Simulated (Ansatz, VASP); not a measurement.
**Ti: VASP beside Ansatz**

INCAR

```
SYSTEM = Ti
PREC = Accurate ; ENCUT = 500
EDIFF = 1E-6 ; ISMEAR = -1
SIGMA = 0.05 ; LREAL = .False.
LASPH = .True. ; NELM = 120
ALGO = Normal ; ISIF = 2
LWAVE = .False. ; LCHARG = .False.
GGA = PS ; NBANDS = 12
GGA_COMPAT = .False.
```

The input KPOINTS:

```
Automatic mesh
0
Gamma
  10 10 10
  0 0 0
```

The input POSCAR:

```
Ti
1.0
   -1.6245900000      1.6245900000      1.6410000000
    1.6245900000     -1.6245900000      1.6410000000
    1.6574100000      1.6574100000     -1.6410000000
Ti
1
Direct
    0.0000000000      0.0000000000      0.0000000000
```

input.yaml

```yaml
crystal:
  lattice:
    - [-1.62459, 1.62459, 1.641]
    - [1.62459, -1.62459, 1.641]
    - [1.65741, 1.65741, -1.641]
  atoms:
    - { symbol: Ti, position: [0.0, 0.0, 0.0] }
hamiltonian:
  xc: pbesol
  pseudopotentials: { kind: paw }
kpoints:
  mp_grid: { grid: [10, 10, 10] }
  band_path:
    path:
      - [[0.0, 0.0, 0.0], [0.5, -0.5, 0.0], [0.5, -0.5, -0.5], [0.0, 0.0, -0.5], [0.0, 0.0, 0.0], [0.5000750125, 0.5000750125, -0.5000750125], [0.7449989998, -0.2550010002, -0.2449989998], [0.5, -0.5, 0.0]]
      - [[0.5000750125, 0.5000750125, -0.5000750125], [0.2550010002, 0.2550010002, -0.7550010002], [0.0, 0.0, -0.5]]
      - [[0.5, 0.0, -0.5], [0.0, 0.0, 0.0]]
    npoints: 14
scf:
  occupations: { method: fermi_dirac, width: 0.05 }
  n_extra_bands: 6
output:
  forces: true
  stress: true
  eigenvalues: true
  fatbands: false
```

Alike in both runs: functional PBEsol; k mesh 10 × 10 × 10; occupations fermi-dirac, width 0.05 eV; no spin polarisation.

```csv
,VASP,Ansatz
version,VASP 6.6.1,Ansatz 0.2.0
potentials or method,"VASP PAW PBE potentials, release 64 (Ti_sv)",Ansatz PAW
plane-wave cutoff (eV),500,420
valence electrons in the cell,12,12
task,single point,band structure
```

Ansatz gave:

```
gap on the k mesh at the Fermi level (eV)                     : none
pressure (GPa)                                                : -6.7
traceless stress, the component that is largest in VASP (GPa) : -0.74
```

Q: Which values does VASP return?

A: gap on the k mesh at the Fermi level (eV): none; pressure (GPa): -6.9; traceless stress, the component that is largest in VASP (GPa): -0.74.

VASP's potentials were made for PBE, not for PBEsol. A gap of «none» marks a metal or a gap that the smearing closes.
